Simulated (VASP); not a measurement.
# TiO2 (fluorite type) (Fm-3m) in VASP: further runs

The runs below take TiO2 (fluorite type) through single point, relaxation of cell and atoms, with PBE.

All numbers are computed with VASP 6.6.1; they aren't measurements. Logs are shortened: lines on timing, memory, paths and dates and some standing lists are left out, and cuts for length are marked.

## Step 1: The cell of the first run

The structure is cubic, space group Fm-3m (No. 225). The conventional cell has a = 4.675 Å, b = 4.675 Å, c = 4.675 Å, α = 90.00°, β = 90.00°, γ = 90.00°. Ti (site symmetry m-3m) has 8 O at 2.02 Å within 2.7 Å. O (site symmetry -43m) has 4 Ti at 2.02 Å and 6 O at 2.34 Å within 2.7 Å.

## Step 2: Single point, PBE

INCAR

```
SYSTEM = TiO2
PREC = Accurate
ENCUT = 520
EDIFF = 1E-6
ISMEAR = -1
SIGMA = 0.08
LREAL = .FALSE.
LASPH = .TRUE.
NELM = 100
ALGO = Normal
ISIF = 2
LWAVE = .FALSE.
LCHARG = .TRUE.
GGA = PE
LELF = .TRUE.
LVHAR = .TRUE.
NBANDS = 19
```

KPOINTS

```
Automatic mesh
0
G
  11 11 11
  0 0 0
```

POSCAR

```
TiO2
1.0
    0.0000000000      2.3374308454      2.3374308454
    2.3374308454      0.0000000000      2.3374308454
    2.3374308454      2.3374308454      0.0000000000
Ti O
1 2
Direct
    0.0000000000      0.0000000000      0.0000000000
    0.2500000000      0.2500000000      0.2500000000
    0.7500000000      0.7500000000      0.7500000000
```

Potentials or basis: VASP PAW PBE potentials, release 64 (Ti_sv, O).

Started as:

```
> cat potpaw_PBE.64/Ti_sv/POTCAR potpaw_PBE.64/O/POTCAR > POTCAR
> mpirun -np 1 vasp_std > vasp.out
```

OUTCAR:

```text
SYSTEM = TiO2
   PREC = Accurate
   ENCUT = 520
   EDIFF = 1E-6
   ISMEAR = -1
   LREAL = .FALSE.
   LASPH = .TRUE.
   NELM = 100
   ISIF = 2
   GGA = PE

 ion  position               nearest neighbor table
   1  0.000  0.000  0.000-   3 2.02   3 2.02   3 2.02   2 2.02   3 2.02   2 2.02   2 2.02   2 2.02

   2  0.250  0.250  0.250-   1 2.02   1 2.02   1 2.02   1 2.02
   3  0.750  0.750  0.750-   1 2.02   1 2.02   1 2.02   1 2.02

  LATTYP: Found a face centered cubic cell.
 ALAT       =     4.6748616908

  Lattice vectors:

 A1 = (   0.0000000000,   2.3374308454,   2.3374308454)
 A2 = (   2.3374308454,   0.0000000000,   2.3374308454)
 A3 = (   2.3374308454,   2.3374308454,   0.0000000000)

Analysis of symmetry for initial positions (statically):
=====================================================================
 Subroutine PRICEL returns:
 Original cell was already a primitive cell.

 Routine SETGRP: Setting up the symmetry group for a
 face centered cubic supercell.

 Subroutine GETGRP returns: Found 48 space group operations
 (whereof 48 operations were pure point group operations)
 out of a pool of 48 trial point group operations.

The static configuration has the point symmetry O_h .

Analysis of symmetry for dynamics (positions and initial velocities):
=====================================================================
 Subroutine PRICEL returns:
 Original cell was already a primitive cell.

 Routine SETGRP: Setting up the symmetry group for a
 face centered cubic supercell.

 Subroutine GETGRP returns: Found 48 space group operations
 (whereof 48 operations were pure point group operations)
 out of a pool of 48 trial point group operations.

The dynamic configuration has the point symmetry O_h .

 Subroutine INISYM returns: Found 48 space group operations
 (whereof 48 operations are pure point group operations),
 and found     1 'primitive' translations

----------------------------------------------------------------------------------------

                                     Primitive cell

  volume of cell :      25.5415

  direct lattice vectors                    reciprocal lattice vectors
     0.000000000  2.337430845  2.337430845    -0.213910072  0.213910072  0.213910072
     2.337430845  0.000000000  2.337430845     0.213910072 -0.213910072  0.213910072
     2.337430845  2.337430845  0.000000000     0.213910072  0.213910072 -0.213910072

  length of vectors
     3.305626403  3.305626403  3.305626403     0.370503113  0.370503113  0.370503113

  position of ions in fractional coordinates (direct lattice)
     0.000000000  0.000000000  0.000000000
     0.250000000  0.250000000  0.250000000
     0.750000000  0.750000000  0.750000000

  ion indices of the primitive-cell ions
   primitive index   ion index
                 1           1
                 2           2
                 3           3

----------------------------------------------------------------------------------------

 KPOINTS: Automatic mesh

Automatic generation of k-mesh.
 Grid dimensions read from file:
 generate k-points for:   11   11   11

 Generating k-lattice:

  Cartesian coordinates                     Fractional coordinates (reciprocal lattice)
    -0.019446370  0.019446370  0.019446370     0.090909091  0.000000000  0.000000000
     0.019446370 -0.019446370  0.019446370     0.000000000  0.090909091  0.000000000
     0.019446370  0.019446370 -0.019446370     0.000000000  0.000000000  0.090909091

  Length of vectors
     0.033682101  0.033682101  0.033682101

  Shift w.r.t. Gamma in fractional coordinates (k-lattice)
     0.000000000  0.000000000  0.000000000

 Subroutine IBZKPT returns following result:
 ===========================================

 Found     56 irreducible k-points:

 Following reciprocal coordinates:
            Coordinates               Weight
  0.000000  0.000000  0.000000      1.000000
  0.090909  0.000000  0.000000      8.000000
  0.181818  0.000000  0.000000      8.000000
  0.272727  0.000000  0.000000      8.000000
  0.363636  0.000000  0.000000      8.000000
  0.454545  0.000000  0.000000      8.000000
[... 16 lines left out ...]
 -0.272727  0.181818  0.000000     24.000000
 -0.181818  0.181818  0.000000     12.000000
 [... further k-points ...]
   k-points           NKPTS =     56   k-points in BZ     NKDIM =     56   number of bands    NBANDS=     19
   number of dos      NEDOS =    301   number of ions     NIONS =      3
   total plane-waves  NPLWV =  21952
   dimension x,y,z NGX =    28 NGY =   28 NGZ =   28
   dimension x,y,z NGXF=    56 NGYF=   56 NGZF=   56
   ions per type =               1   2
   NGX,Y,Z   is equivalent  to a cutoff of  14.08, 14.08, 14.08 a.u.
   NGXF,Y,Z  is equivalent  to a cutoff of  28.16, 28.16, 28.16 a.u.
 SYSTEM =  TiO2
   PREC   = accura    normal or accurate (medium, high low for compatibility)
   ISTART =      0    job   : 0-new  1-cont  2-samecut
   ICHARG =      2    charge: 1-file 2-atom 10-const
   ISPIN  =      1    spin polarized calculation?
   LNONCOLLINEAR =      F non collinear calculations
   LSORBIT =      F    spin-orbit coupling
   LASPH  =      T    aspherical Exc in radial PAW
   ENCUT  =  520.0 eV  38.22 Ry    6.18 a.u.   6.15  6.15  6.15*2*pi/ulx,y,z
   NELM   =    100;   NELMIN=  2; NELMDL= -5     # of ELM steps
   EDIFF  = 0.1E-05   stopping-criterion for ELM
   LREAL  =      F    real-space projection
   EDIFFG = 0.1E-04   stopping-criterion for IOM
   NSW    =      0    number of steps for IOM
   IBRION =     -1    ionic relax: 0-MD 1-quasi-New 2-CG
   NFREE  =      0    steps in history (QN), initial steepest desc. (CG)
   ISIF   =      2    stress and relaxation
   ISYM   =      2    0-nonsym 1-usesym 2-fastsym
   POTIM  = 0.5000    time-step for ionic-motion
   TEBEG  =    0.0;   TEEND  =   0.0 temperature during run
   PSTRESS=    0.0 pullay stress
   NELECT =      24.0000    total number of electrons
   NUPDOWN=      -1.0000    fix difference up-down
   EMIN   =  10.00;   EMAX   =-10.00  energy-range for DOS
   EFERMI =   0.00;   METHOD = LEGACY
   ISMEAR =    -1;   SIGMA  =   0.08  broadening in eV -4-tet -1-fermi 0-gaus
   EFERMI_NEDOS =   21; number of points for ismear=-14 and -15
   IALGO  =     38    algorithm
   IMIX   =      4    mixing-type and parameters
     AMIX     =   0.40;   BMIX     =  1.00
     AMIX_MAG =   1.60;   BMIX_MAG =  1.00
  volume/ion in A,a.u.               =       8.51        57.45
  Fermi-wavevector in a.u.,A,eV,Ry     =   1.603479  3.030135 34.982529  2.571143
  Thomas-Fermi vector in A             =   2.700135
   LORBIT       =      0    0 simple, 1 ext, 2 COOP (PROOUT), +10 PAW based schemes
   GGA     = PE    functional components
   LHFCALC =     F    Hartree Fock is set to
   AEXX    =    0.0000 exact exchange contribution
   IVDW    =     0    specifies the selected vdW correction
   LEPSILON=     F    determine dielectric tensor
   LRPA    =     F    only Hartree local field effects (RPA)
 non-spin polarized calculation
  energy-cutoff  :      520.00
  volume of cell :       25.54
 maximum number of plane-waves:       701
 NGX is ok and might be reduce to    28
   NGX = 13   NGY = 13   NGZ = 13

 number of electron      23.9999999 magnetization

 Free energy of the ion-electron system (eV)
  ---------------------------------------------------
  ext. energy  EPLUGINS =         0.00000000
  ---------------------------------------------------
  free energy    TOTEN  =       -25.78709874 eV

  energy without entropy =      -25.78708353  energy(sigma->0) =      -25.78709114

 E-fermi :   8.9908     XC(G=0): -12.6707

 val. band max:        8.3538837408   @ k =  -0.4545   0.4545   0.0000
 cond. band min:       9.5860172959   @ k =   0.0000   0.0000   0.0000
 fundamental gap:      1.2321335551
 Fermi energy:         8.9907550985

 k-point     1 :       0.0000    0.0000    0.0000
  band No.  band energies     occupation
      1     -49.2051      2.00000
      2     -25.2934      2.00000
      3     -25.2934      2.00000
      4     -25.2934      2.00000
      5     -11.8890      2.00000
      6      -7.5742      2.00000
[... 11 lines left out ...]
     18      16.7010      0.00000
     19      23.1491      0.00000

 k-point     2 :       0.0909    0.0000    0.0000
  band No.  band energies     occupation
      1     -49.2024      2.00000
      2     -25.3233      2.00000
      3     -25.2968      2.00000
      4     -25.2967      2.00000
      5     -11.7729      2.00000
      6      -7.7196      2.00000
[... 11 lines left out ...]
     18      16.9852      0.00000
     19      23.1404      0.00000

 k-point     3 :       0.1818    0.0000    0.0000
  band No.  band energies     occupation
      1     -49.1949      2.00000
      2     -25.4025      2.00000
      3     -25.3059      2.00000
      4     -25.3059      2.00000
      5     -11.4520      2.00000
      6      -8.0858      2.00000
[... 11 lines left out ...]
     18      17.7431      0.00000
     19      23.1340      0.00000

 k-point     4 :       0.2727    0.0000    0.0000
  band No.  band energies     occupation
      1     -49.1852      2.00000
      2     -25.5037      2.00000
      3     -25.3177      2.00000
      4     -25.3177      2.00000
      5     -11.0043      2.00000
      6      -8.5275      2.00000
[... 11 lines left out ...]
     18      18.5346      0.00000
     19      23.2787      0.00000

 k-point     5 :       0.3636    0.0000    0.0000
  band No.  band energies     occupation
      1     -49.1762      2.00000
      2     -25.5942      2.00000
      3     -25.3287      2.00000
      4     -25.3287      2.00000
      5     -10.5447      2.00000
      6      -8.9254      2.00000
[... 11 lines left out ...]
     18      18.8897      0.00000
     19      23.7600      0.00000

 k-point     6 :       0.4545    0.0000    0.0000
  band No.  band energies     occupation
      1     -49.1709      2.00000
      2     -25.6470      2.00000
      3     -25.3351      2.00000
      4     -25.3351      2.00000
      5     -10.2190      2.00000
      6      -9.1915      2.00000
[... 11 lines left out ...]
     18      18.8819      0.00000
     19      24.2829      0.00000

 k-point     7 :       0.0909    0.0909    0.0000
  band No.  band energies     occupation
      1     -49.2015      2.00000
      2     -25.3255      2.00000
      3     -25.3018      2.00000
      4     -25.3018      2.00000
      5     -11.7339      2.00000
      6      -7.7656      2.00000
[... 11 lines left out ...]
     18      17.0371      0.00000
     19      23.0047      0.00000

 k-point     8 :       0.1818    0.0909    0.0000
  band No.  band energies     occupation
      1     -49.1956      2.00000
      2     -25.3844      2.00000
      3     -25.3123      2.00000
      4     -25.3095      2.00000
      5     -11.4797      2.00000
      6      -8.0506      2.00000
[... 256 lines left out ...]
 k-point    20 :       0.4545    0.1818    0.0000
  band No.  band energies     occupation
      1     -49.1689      2.00000
      2     -25.5998      2.00000
      3     -25.3901      2.00000
      4     -25.3549      2.00000
      5     -10.1394      2.00000
      6      -9.1650      2.00000
[... 11 lines left out ...]
     18      19.3668      0.00000
     19      24.1784      0.00000

 k-point    21 :      -0.4545    0.1818    0.0000
  band No.  band energies     occupation
      1     -49.1659      2.00000
      2     -25.6183      2.00000
      3     -25.4113      2.00000
      4     -25.3523      2.00000
      5      -9.9253      2.00000
      6      -9.3262      2.00000
[... 11 lines left out ...]
     18      19.4771      0.00000
     19      24.6113      0.00000

 k-point    22 :      -0.3636    0.1818    0.0000
  band No.  band energies     occupation
      1     -49.1677      2.00000
      2     -25.5997      2.00000
      3     -25.4178      2.00000
      4     -25.3427      2.00000
      5     -10.0557      2.00000
      6      -9.2332      2.00000
[... 11 lines left out ...]
     18      19.4860      0.00000
     19      24.5044      0.00000

 k-point    23 :      -0.2727    0.1818    0.0000
  band No.  band energies     occupation
      1     -49.1736      2.00000
      2     -25.5531      2.00000
      3     -25.4038      2.00000
      4     -25.3291      2.00000
      5     -10.4171      2.00000
      6      -8.9735      2.00000
[... 11 lines left out ...]
     18      19.3084      0.00000
     19      24.0066      0.00000

 k-point    24 :      -0.1818    0.1818    0.0000
  band No.  band energies     occupation
      1     -49.1819      2.00000
      2     -25.4959      2.00000
      3     -25.3700      2.00000
      4     -25.3159      2.00000
      5     -10.8462      2.00000
      6      -8.6433      2.00000
[... 11 lines left out ...]
     18      18.8053      0.00000
     19      23.5290      0.00000

 [... further k-points ...]

------------------------ aborting loop because EDIFF is reached ----------------------------------------

  FORCE on cell =-STRESS in cart. coord.  units (eV):
  Direction    XX          YY          ZZ          XY          YZ          ZX
  --------------------------------------------------------------------------------------
  -------------------------------------------------------------------------------------
  Total        4.9368500      4.9368500      4.9368500     -0.0000000      0.0000000     -0.0000000
  in kB      309.6807486    309.6807486    309.6807486     -0.0000000      0.0000000     -0.0000000
  external PRESSURE =     309.6807486 kB  Pullay stress =       0.0000000 kB

 VOLUME and BASIS-vectors are now :
 -----------------------------------------------------------------------------
  energy-cutoff  :      520.00
  volume of cell :       25.54
      direct lattice vectors                 reciprocal lattice vectors
     0.000000000  2.337430845  2.337430845    -0.213910072  0.213910072  0.213910072
     2.337430845  0.000000000  2.337430845     0.213910072 -0.213910072  0.213910072
     2.337430845  2.337430845  0.000000000     0.213910072  0.213910072 -0.213910072

 POSITION                                       TOTAL-FORCE (eV/Angst)
 -----------------------------------------------------------------------------------
      0.00000      0.00000      0.00000         0.000000      0.000000      0.000000
      1.16872      1.16872      1.16872         0.000000      0.000000      0.000000
      3.50615      3.50615      3.50615        -0.000000     -0.000000     -0.000000
 -----------------------------------------------------------------------------------
    total drift:                                0.000000      0.000000      0.000000

  FREE ENERGIE OF THE ION-ELECTRON SYSTEM (eV)
  ---------------------------------------------------
  free  energy   TOTEN  =       -25.7870987372 eV

  energy  without entropy=      -25.7870835347  energy(sigma->0) =      -25.78709114
```

Run time: 43 s. Hardware: 1 thread of AMD EPYC 7R43 (Zen 3), shared host; peak memory 0.13 GiB.

What came out:

```
Free energy            : -25.7871 eV
Pressure               : 31.0 GPa
Band gap on the k mesh : 1.23 eV, indirect (least direct gap 2.08 eV)
```

A k mesh can miss the band edges. PBE gaps usually lie below the measured ones, often by a third to a half.

[end of part 1 of 2]
